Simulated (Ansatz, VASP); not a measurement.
## One calculation of Ir, two programs

POSCAR

```
Ir
1.0
    2.7513778946      0.0000000000      0.0000000000
   -1.3756889473      2.3827631521      0.0000000000
    0.0000000000      0.0000000000      4.8192732000
Ir
2
Direct
    0.6666666667      0.3333333333      0.7500000000
    0.3333333333      0.6666666667      0.2500000000
```

The input INCAR.step1:

```
SYSTEM = Ir
PREC     = Accurate       ! precision mode
ENCUT    = 520            ! plane-wave cutoff, eV
ISMEAR   = 0              ! smearing method
SIGMA    = 0.15           ! smearing width, eV
LREAL    = .False.        ! projectors in reciprocal space
LASPH    = .True.         ! aspherical terms in the spheres
NELM     = 100            ! most SCF steps
NBANDS   = 16             ! bands
GGA      = PE             ! functional
ALGO     = Normal         ! electronic algorithm
EDIFF    = 1E-4           ! SCF threshold, eV
LWAVE    = .True.         ! write WAVECAR
LCHARG   = .False.        ! write CHGCAR
```

Contents of INCAR.step2:

```
SYSTEM = Ir
PREC     = Accurate       ! precision mode
ENCUT    = 520            ! plane-wave cutoff, eV
EDIFF    = 1E-6           ! SCF threshold, eV
ISMEAR   = 0              ! smearing method
SIGMA    = 0.15           ! smearing width, eV
LREAL    = .False.        ! projectors in reciprocal space
LASPH    = .True.         ! aspherical terms in the spheres
NELM     = 100            ! most SCF steps
ALGO     = Normal         ! electronic algorithm
ISIF     = 2              ! what is computed and relaxed
LWAVE    = .False.        ! write WAVECAR
LCHARG   = .True.         ! write CHGCAR
METAGGA  = R2SCAN         ! meta-GGA
LMIXTAU  = .True.       
LELF     = .True.         ! ELF
LVHAR    = .True.       
NBANDS   = 16             ! bands
ISTART   = 1
```

KPOINTS

```
regular mesh
0
Gamma
  18 18 12
  0 0 0
```

Input for Ansatz:

```yaml
crystal:
  lattice:
    - [2.7513778946, 0.0, 0.0]
    - [-1.3756889473, 2.3827631521, 0.0]
    - [0.0, 0.0, 4.8192732]
  atoms:
    - { symbol: Ir, position: [0.6666666667, 0.3333333333, 0.75] }
    - { symbol: Ir, position: [0.3333333333, 0.6666666667, 0.25] }
basis:
  ecutwfc: 500
kpoints:
  mp_grid: { grid: [18, 18, 12] }
hamiltonian:
  xc: r2scan
scf:
  occupations: { method: gaussian, width: 0.15 }
output:
  forces: true
  stress: true
  eigenvalues: true
  write_density: true
  write_potential: true
  elf: true
  volumetric_format: npy
```

Change from the starting cell: strain +0.000 along x and y, +0.080 along z, atoms carried along.

Alike in both runs: task single point; functional r2SCAN; k mesh 18 × 18 × 12; occupations gaussian, width 0.15 eV; no spin polarisation.

|  | VASP | Ansatz |
| --- | --- | --- |
| version | VASP 6.6.1 | Ansatz 0.2.0 |
| potentials or method | VASP PAW PBE potentials, release 64 (Ir), cutoff 520 eV | scalar-relativistic, plane waves, PAW |
| valence electrons in the cell | 18 | 34 |

```tsv
	VASP	Ansatz	Ansatz less VASP
gap on the k mesh at the Fermi level (eV)	none	none	-
pressure (GPa)	-25.9	-27.4	-1.51
traceless stress, the component that is largest in VASP (GPa)	-11.79	-11.70	+0.088
```

VASP's potentials were made for PBE, not for r2SCAN. A gap of «none» marks a metal or a gap that the smearing closes. With one functional, cell and mesh, what is left measures potentials, basis and numerics. VASP's potentials hold 18 valence electrons a cell and Ansatz's 34, so a difference there can come from the potentials and not from the codes.

Neither program's run includes spin-orbit coupling.
